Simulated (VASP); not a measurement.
A run of VASP 6.6.1 is set up as follows.

The input INCAR:

```
  PREC = Accurate
  ENCUT = 520
  EDIFF = 1E-6
  ISMEAR = 0
  SIGMA = 0.1
  LREAL = F
  LASPH = T
  NELM = 60
  ALGO = Fast
  ISIF = 2
  LWAVE = F
  LCHARG = F
  GGA = PS
  NBANDS = 38
```

KPOINTS

```
regular mesh
0
Gamma
  10 10 6
```

Contents of POSCAR:

```
ZrVSi
1.0
    3.4367083672      0.0000000000      0.0000000000
    0.0000000000      3.4367083672      0.0000000000
    0.0000000000      0.0000000000      6.8154042894
Zr V Si
2 2 2
Direct
    0.5000000000      0.0000000000      0.6384365934
    0.0000000000      0.5000000000      0.3615634066
    0.0000000000      0.0000000000      0.0000000000
    0.5000000000      0.5000000000      0.0000000000
    0.5000000000      0.0000000000      0.2497410594
    0.0000000000      0.5000000000      0.7502589406
```

Potentials or basis: VASP PAW PBE potentials, release 64 (Zr_sv, V_sv, Si).

The run is started by

```bash
$ cat potpaw_PBE.64/Zr_sv/POTCAR potpaw_PBE.64/V_sv/POTCAR potpaw_PBE.64/Si/POTCAR > POTCAR
$ mpirun -np 1 vasp_std > vasp.out
```

(1) Predict the pressure.

(2) What does it give for the largest force?

Results:

(1) 40.7 GPa.

(2) 0.006 eV/Å.

Caveat: the cell stands under pressure; the PAW data sets were made with another functional, which shifts forces and pressure a little.
